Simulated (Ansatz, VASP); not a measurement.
**Ga4AsN3: VASP beside Ansatz**

The input INCAR:

```
SYSTEM = Ga4AsN3
  ALGO = Normal
  EDIFF = 1E-6
  ENCUT = 520
  GGA = PE
  ISIF = 2
  ISMEAR = 0
  LASPH = .True.
  LCHARG = .False.
  LREAL = .False.
  LWAVE = .False.
  NBANDS = 46
  NELM = 60
  PREC = Accurate
  SIGMA = 0.1
```

Contents of KPOINTS:

```
k-points
0
Gamma
  4 4 4
  0 0 0
```

Contents of POSCAR:

```
Ga4AsN3
1.0
    5.0517563300      0.0000000000      0.0000000000
    0.0000000000      5.0517563300      0.0000000000
    0.0000000000      0.0000000000      5.0517563300
Ga As N
4 1 3
Direct
    0.0000000000      0.5000000000      0.0000000000
    0.5000000000      0.5000000000      0.5000000000
    0.0000000000      0.0000000000      0.5000000000
    0.5000000000      0.0000000000      0.0000000000
    0.0000000000      0.0000000000      0.0000000000
    0.5000000000      0.0000000000      0.5000000000
    0.5000000000      0.5000000000      0.0000000000
    0.0000000000      0.5000000000      0.5000000000
```

Input for Ansatz:

```yaml
crystal:
  lattice:
    - [5.05175633, 0.0, 0.0]
    - [0.0, 5.05175633, 0.0]
    - [0.0, 0.0, 5.05175633]
  atoms:
    - { symbol: Ga, position: [0.0, 0.5, 0.0] }
    - { symbol: Ga, position: [0.5, 0.5, 0.5] }
    - { symbol: Ga, position: [0.0, 0.0, 0.5] }
    - { symbol: Ga, position: [0.5, 0.0, 0.0] }
    - { symbol: As, position: [0.0, 0.0, 0.0] }
    - { symbol: "N", position: [0.5, 0.0, 0.5] }
    - { symbol: "N", position: [0.5, 0.5, 0.0] }
    - { symbol: "N", position: [0.0, 0.5, 0.5] }
basis:
  ecutwfc: 420
kpoints:
  mp_grid: { grid: [4, 4, 4] }
hamiltonian:
  xc: pbe
scf:
  occupations: { method: gaussian, width: 0.1 }
  lower_state_search: "off"
output:
  forces: true
  stress: true
  eigenvalues: true
```

Alike in both runs: task single point; functional PBE; k mesh 4 × 4 × 4; occupations gaussian, width 0.1 eV; no spin polarisation.

```csv
,VASP,Ansatz
version,VASP 6.6.1,Ansatz 0.2.0
potentials or method,"VASP PAW PBE potentials, release 64 (Ga_d, As, N), cutoff 520 eV","scalar-relativistic, plane waves, PAW"
valence electrons in the cell,72,82
```

Ansatz gave:

| Property | Result |
| --- | --- |
| gap on the k mesh at the Fermi level (eV) | none |
| pressure (GPa) | -17.6 |

Question: What did VASP give for the same quantities?

Answer: gap on the k mesh at the Fermi level (eV): none; pressure (GPa): -17.4.

A gap of «none» marks a metal or a gap that the smearing closes. VASP's potentials hold 72 valence electrons a cell and Ansatz's 82, so a difference there can come from the potentials and not from the codes.
